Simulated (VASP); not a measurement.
A run of VASP 6.6.1:

INCAR

```
ALGO = Normal ; EDIFF = 1E-6
ENCUT = 600 ; GGA_COMPAT = F
ISIF = 2 ; ISMEAR = 0
LASPH = T ; LCHARG = F
LREAL = F ; LWAVE = F
NBANDS = 22 ; NELM = 120
PREC = Accurate ; SIGMA = 0.05
```

File KPOINTS:

```
k-points
0
Gamma
  12 12 6
```

The input POSCAR:

```
NiO2
1.0
    2.6525108924      0.0000000000      0.0000000000
   -1.3262554462      2.2971418167      0.0000000000
    0.0000000000      0.0000000000      4.5631144882
Ni O
1 2
Direct
    0.0000000000      0.0000000000      0.5000000000
    0.6666666667      0.3333333333      0.6829609091
    0.3333333333      0.6666666667      0.3170390909
```

Potentials or basis: VASP PAW LDA potentials, release 64 (Ni_sv_GW, O).

Launch:

```bash
$ cat potpaw_LDA.64/Ni_sv_GW/POTCAR potpaw_LDA.64/O/POTCAR > POTCAR
$ mpirun -np 1 vasp_std > vasp.out
```

Hardware: 1 thread of Intel(R) Xeon(R) Platinum 8559C (Emerald Rapids) (shared host).

Estimate the wall time of this run.

Run time: 45 s on 1 thread of Intel(R) Xeon(R) Platinum 8559C (Emerald Rapids) (shared host), peak memory 0.21 GiB. Counts: scf iterations 15, k points 100.
